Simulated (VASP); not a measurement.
The system is NiO.

```
Ni O
1.0
     0.00000    2.09131    2.09131
     2.09131    0.00000    2.09131
     2.09131    2.09131    0.00000
Ni O
1 1
Cartesian
  0.0000 0.0000 0.0000
  2.0913 2.0913 2.0913
```

Base run:

| Item | Value |
| --- | --- |
| Program | VASP 6.6.1 |
| Functional | PBEsol |
| Potentials or basis | VASP PAW PBE potentials, release 64 (Ni, O) |
| Cutoff | 520 eV |
| k mesh | 8 × 8 × 8 |
| Occupations | gaussian, width 0.05 eV |
| Spin | collinear spin, ferromagnetic start |
| Starting moments | [1.49, 0.1] μB |
| Fixed moment | 1.5 μB |
| Hubbard terms | Ni d U = 4.0 eV |

Its results: pressure -10.3 GPa; site moments Ni +1.41; O +0.08 μB.

Q: The run is repeated on the same cell with these changes: potentials or basis from VASP PAW PBE potentials, release 64 (Ni, O) to VASP PAW PBE potentials, release 64 (Ni_sv_GW, O); cutoff from 520 eV to 600 eV; further incar settings from ALGO = Normal; EDIFF = 1e-06; NBANDS = 19 to ALGO = Normal; EDIFF = 1e-06; NBANDS = 23; valence electrons from 16 to 24. What comes out?

A: Pressure -8.2 GPa; site moments Ni +1.40; O +0.08 μB.

Caveats: the PAW data sets were made with another functional, which shifts forces and pressure a little; the total moment is fixed, so each spin has its own Fermi level; a cell with one magnetic atom can't hold antiferromagnetic order, which such compounds often take.
